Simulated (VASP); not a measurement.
Runs of VASP 6.6.1 on SrMg. The structure is that of space group Pm-3m (No. 221), or close to it. The cells are those of the table. 

| task | cell | gap on the mesh (eV) | pressure (GPa) |
| --- | --- | --- | --- |
| electric field gradients | a = 3.978, b = 3.978, c = 3.900 Å, 2 atoms | none | 2.0 |
| single point | a = 3.939, b = 3.939, c = 3.900 Å, 2 atoms | none | (a) |
| single point | a = 3.978, b = 3.978, c = 3.900 Å, 2 atoms | none | 2.0 |
| single point | a = 3.900, b = 3.900, c = 3.861 Å, 2 atoms | none | 3.6 |

Alike in all rows: level LDA; potentials or basis VASP PAW LDA potentials, release 64 (Sr_sv, Mg); no spin polarisation; k mesh 9 × 9 × 9; cutoff (eV) 520; smearing fermi-dirac 0.05 eV.

**Question.** Fill in the values left out.

**Answer.** (a) 2.6.

Caveats: the cell stands under pressure (at least some runs).

A k mesh can miss the band edges, and the runs leave out spin-orbit coupling on Sr.

A gap of «none» marks levels without a gap at the run's occupations.
